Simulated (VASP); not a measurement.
# Mn in VASP: further runs, part 2 of 2

VASP 6.6.1. Earlier steps stand in the parts before.

### 4 Single point, PBEsol

This run uses another cell than the first one, of 10.37 Å³/atom, 0.998 times its volume.

Contents of INCAR:

```
SYSTEM = Mn
PREC     = Accurate       ! precision mode
ENCUT    = 500            ! plane-wave cutoff, eV
EDIFF    = 1E-6           ! SCF threshold, eV
ISMEAR   = 0              ! smearing method
SIGMA    = 0.1            ! smearing width, eV
LREAL    = .FALSE.        ! projectors in reciprocal space
LASPH    = .TRUE.         ! aspherical terms in the spheres
NELM     = 120            ! most SCF steps
ALGO     = Normal         ! electronic algorithm
ISIF     = 2              ! what is computed and relaxed
LWAVE    = .FALSE.        ! write WAVECAR
LCHARG   = .TRUE.         ! write CHGCAR
GGA      = PS             ! functional
LELF     = .TRUE.         ! ELF
LVHAR    = .TRUE.       
NBANDS   = 12             ! bands
GGA_COMPAT= .FALSE.
```

Contents of KPOINTS:

```
Automatic mesh
0
G
  9 9 9
  0 0 0
```

Contents of POSCAR:

```
Mn
1.0
    1.9418655268      1.1211365846      0.7934906585
   -1.9418655268      1.1211365846      0.7934906585
    0.0000000000     -2.2422731692      0.7934906585
Mn
1
Direct
    0.5000000000      0.5000000000      0.5000000000
```

Potentials or basis: VASP PAW PBE potentials, release 64 (Mn_pv).

On the command line:

```bash
$ cat potpaw_PBE.64/Mn_pv/POTCAR > POTCAR
$ mpirun -np 1 vasp_std > vasp.out
```

OUTCAR:

```text
SYSTEM = Mn
   PREC = Accurate
   ENCUT = 500
   EDIFF = 1E-6
   ISMEAR = 0
   LREAL = .FALSE.
   LASPH = .TRUE.
   NELM = 120
   ISIF = 2
   GGA = PS

 ion  position               nearest neighbor table
   1  0.500  0.500  0.500-

  LATTYP: Found a trigonal (rhomboedric) cell.
 ALAT       =     2.3785324027
 COS(alpha) =    -0.3330614061

  Lattice vectors:

 A1 = (   1.9418655268,   1.1211365846,   0.7934906585)
 A2 = (  -1.9418655268,   1.1211365846,   0.7934906585)
 A3 = (   0.0000000000,  -2.2422731692,   0.7934906585)
[... 531 lines left out ...]
      4       6.3350      2.00000
      5       8.0823      2.00000
      6      10.4550      2.00000
      7      11.5372      0.00002
      8      12.3058      0.00000
      9      14.6621      0.00000
     10      20.9179      0.00000
     11      28.2516      0.00000
     12      32.1328      0.00000

 [... further k-points ...]
[... 5 lines left out ...]
  --------------------------------------------------------------------------------------
  -------------------------------------------------------------------------------------
  Total        0.0137346      0.0137346     -0.0003493      0.0000000      0.0000000      0.0000000
  in kB        2.1230252      2.1230252     -0.0539992      0.0000000      0.0000000      0.0000000
  external PRESSURE =       1.3973504 kB  Pullay stress =       0.0000000 kB

 VOLUME and BASIS-vectors are now :
 -----------------------------------------------------------------------------
  energy-cutoff  :      500.00
  volume of cell :       10.37
      direct lattice vectors                 reciprocal lattice vectors
     1.941865527  1.121136585  0.793490659     0.257484359  0.148658664  0.420084761
    -1.941865527  1.121136585  0.793490659    -0.257484359  0.148658664  0.420084761
     0.000000000 -2.242273169  0.793490659     0.000000000 -0.297317328  0.420084761

 POSITION                                       TOTAL-FORCE (eV/Angst)
 -----------------------------------------------------------------------------------
      0.00000      0.00000      1.19024         0.000000      0.000000     -0.000000
 -----------------------------------------------------------------------------------
    total drift:                                0.000000     -0.000000      0.000000

  FREE ENERGIE OF THE ION-ELECTRON SYSTEM (eV)
  ---------------------------------------------------
  free  energy   TOTEN  =        -9.5937960987 eV

  energy  without entropy=       -9.5822767380  energy(sigma->0) =       -9.58803642
```

OSZICAR:

```text
N       E                     dE             d eps       ncg     rms          rms(c)
DAV:   1     0.724305391058E+02    0.72431E+02   -0.79689E+03  2056   0.141E+03
DAV:   2    -0.102271587686E+02   -0.82658E+02   -0.79714E+02  2088   0.309E+02
DAV:   3    -0.114284622687E+02   -0.12013E+01   -0.11979E+01  2176   0.436E+01
DAV:   4    -0.114347388926E+02   -0.62766E-02   -0.62763E-02  2244   0.307E+00
DAV:   5    -0.114348137026E+02   -0.74810E-04   -0.74808E-04  2180   0.333E-01    0.149E+01
DAV:   6    -0.964936354252E+01    0.17855E+01   -0.47303E+00  2080   0.437E+01    0.170E+00
DAV:   7    -0.960710165452E+01    0.42262E-01   -0.13438E-01  2140   0.678E+00    0.853E-01
DAV:   8    -0.959408962520E+01    0.13012E-01   -0.32207E-03  2368   0.943E-01    0.182E-01
DAV:   9    -0.959379199682E+01    0.29763E-03   -0.10448E-03  2132   0.599E-01    0.292E-02
DAV:  10    -0.959379843159E+01   -0.64348E-05   -0.85896E-06  2212   0.378E-02    0.799E-03
DAV:  11    -0.959379588479E+01    0.25468E-05   -0.26052E-07  1312   0.812E-03    0.763E-04
DAV:  12    -0.959379609865E+01   -0.21386E-06   -0.28708E-08  1072   0.262E-03
   1 F= -.95937961E+01 E0= -.95880364E+01  d E =-.115194E-01
```

Run time: 8.3 s. Hardware: 1 thread of Intel Xeon Platinum 8259CL at 2.50GHz (Skylake/Cascade Lake), shared host; peak memory 0.12 GiB.

What came out:

```yaml
Free_energy: -9.5938 eV
Pressure: 0.1 GPa
```

Stress tensor (GPa, compression positive):
```
 0.21  0.00  0.00
 0.00  0.21  0.00
 0.00  0.00 -0.01
```

Levels at points of the mesh, in eV from the Fermi level:
```csv
k point,band 4,band 5,band 6,band 7,band 8,band 9
"(0.00, 0.00, 0.00)",-8.88,-1.67,-1.67,-1.66,0.34,0.34
```

Caveat: the PAW data sets were made with another functional, which shifts forces and pressure a little; the run has no spin polarisation, though such a crystal can be magnetic.

### 5 Relaxation of cell and atoms, PBEsol

This run uses another cell than the first one, of 10.42 Å³/atom, 1.003 times its volume.

Contents of INCAR:

```
  PREC = Accurate
  ENCUT = 500
  EDIFF = 1E-7
  ISMEAR = 0
  SIGMA = 0.1
  LREAL = F
  LASPH = T
  NELM = 120
  ALGO = Normal
  ISIF = 3
  LWAVE = F
  LCHARG = F
  GGA = PS
  IBRION = 2
  NSW = 90
  EDIFFG = -0.04
  GGA_COMPAT = F
  NELMIN = 4
```

Contents of KPOINTS:

```
regular mesh
0
Gamma
  9 9 9
```

Contents of POSCAR:

```
Mn
1.0
    1.9737376085      1.1395379396      0.7718882714
   -1.9737376085      1.1395379396      0.7718882714
    0.0000000000     -2.2790758792      0.7718882714
Mn
1
Direct
    0.5000000000      0.5000000000      0.5000000000
```

On the command line:

```bash
$ cat potpaw_PBE.64/Mn_pv/POTCAR > POTCAR
$ mpirun -np 1 vasp_std > vasp.out
```

Wall time 27 s (1 thread of Intel Xeon Platinum 8259CL at 2.50GHz (Skylake/Cascade Lake), shared host); peak memory 0.12 GiB.

Results (log left out):

| Quantity | Value |
| --- | --- |
| Free energy | -9.5937 eV |
| Relaxed volume | 10.37 Å³/atom |
| Relaxed cell | a = 2.379 Å, b = 2.379 Å, c = 2.379 Å, α = 109.46°, β = 109.46°, γ = 109.46° |
| Space group after relaxing (to 0.05 Å) | Im-3m (No. 229) |
| Energy gained by relaxing | 8.8 meV/atom |
| Ionic steps | 5 |
| Pressure after relaxing | 0.1 GPa |

Stress tensor (GPa, compression positive):
```
 0.21  0.00  0.00
 0.00  0.21  0.00
 0.00  0.00 -0.12
```

The path:
| step | energy change (eV) | largest force (eV/Å) | pressure (GPa) | volume (Å³) |
| --- | --- | --- | --- | --- |
| 1 | 0.0000 | 0.0000 | -0.91 | 10.42 |
| 2 | -0.0080 | 0.0000 | 1.38 | 10.32 |
| 3 | -0.0083 | 0.0000 | 2.21 | 10.30 |
| 4 | -0.0070 | 0.0000 | -3.72 | 10.50 |
| 5 | -0.0088 | 0.0000 | 0.10 | 10.37 |

Final structure:
```xyz
1
Lattice="1.9421 1.1213 0.7933 -1.9421 1.1213 0.7933 0.0000 -2.2425 0.7933" Properties=species:S:1:pos:R:3 pbc="T T T"
Mn    0.0000    0.0000    1.1900
```

Levels at points of the mesh, in eV from the Fermi level:
```tsv
k point	band 2	band 3	band 4	band 5	band 6	band 7	band 8	band 9	band 10
(0.00, 0.00, 0.00)	-47.83	-47.83	-8.88	-1.67	-1.67	-1.66	0.34	0.34	24.00
```

Caveat: the k points lie up to 0.36 Å⁻¹ apart in the final cell; the PAW data sets were made with another functional, which shifts forces and pressure a little; the run has no spin polarisation, though such a crystal can be magnetic. Spin polarisation is off, so any magnetic state and its effect on volume and gap are missing.

### 6 Overview

| task | cell | k mesh | cutoff (eV) | gap on the mesh (eV) | pressure (GPa) |
| --- | --- | --- | --- | --- | --- |
| single point | a = 2.381 Å, angles 109.5°, 1 atom | 28 × 28 × 28 | 520 | none | -0.1 |
| relaxation of cell and atoms | relaxed from a = 2.379 Å, angles 109.5°, 1 atom | 28 × 28 × 28 | 600 | none | 0.1 |
| single point | a = 2.379 Å, angles 109.5°, 1 atom | 9 × 9 × 9 | 500 | none | 0.1 |
| relaxation of cell and atoms | relaxed from a = 2.406 Å, angles 110.2°, 1 atom | 9 × 9 × 9 | 500 | none | 0.1 |

Alike in all rows: level PBEsol; potentials or basis VASP PAW PBE potentials, release 64 (Mn_pv); no spin polarisation; smearing gaussian 0.1 eV.

Caveats: some runs use coarse meshes; the PAW data sets were made with another functional, which shifts forces and pressure a little; the run has no spin polarisation, though such a crystal can be magnetic; the relaxation stopped at its first step, so nothing moved (some runs).

Total energies depend on the potentials used, so only differences within one code and one set of settings carry meaning.
